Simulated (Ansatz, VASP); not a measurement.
**ZrCu2 in VASP and in Ansatz**

```
Zr Cu
1.0
     4.18222   -2.30152    0.00000
     4.18222    2.30152    0.00000
     0.00000    0.00000    4.48004
Zr Cu
2 4
Direct
  0.22747 0.77253 0.75000
  0.77253 0.22747 0.25000
  0.88422 0.48147 0.75000
  0.51853 0.11578 0.75000
  0.48147 0.88422 0.25000
  0.11578 0.51853 0.25000
```

Alike in both runs: functional LDA; k mesh 10 × 10 × 8; occupations gaussian, width 0.1 eV; no spin polarisation.

Ansatz relaxed the structure, and its values are those at the end. VASP's run is a single point on that final structure, the one shown.

|  | VASP | Ansatz |
| --- | --- | --- |
| version | VASP 6.6.1 | Ansatz 0.2.0 |
| potentials or method | VASP PAW LDA potentials, release 64 (Zr_sv, Cu), cutoff 520 eV | scalar-relativistic, plane waves, PAW |
| valence electrons in the cell | 68 | 100 |

Ansatz gave:

* gap on the k mesh at the Fermi level (eV): none
* pressure (GPa): 0.0
* rms of the force components (eV/Å): 0.001

**Question.** What did VASP give for the same quantities?

**Answer.** gap on the k mesh at the Fermi level (eV): none; pressure (GPa): 0.5; rms of the force components (eV/Å): 0.005.

LDA's correlation is that of Perdew and Zunger in VASP and of Perdew and Wang (1992) in Ansatz. A gap of «none» marks a metal or a gap that the smearing closes. VASP's potentials hold 68 valence electrons a cell and Ansatz's 100, so a difference there can come from the potentials and not from the codes.
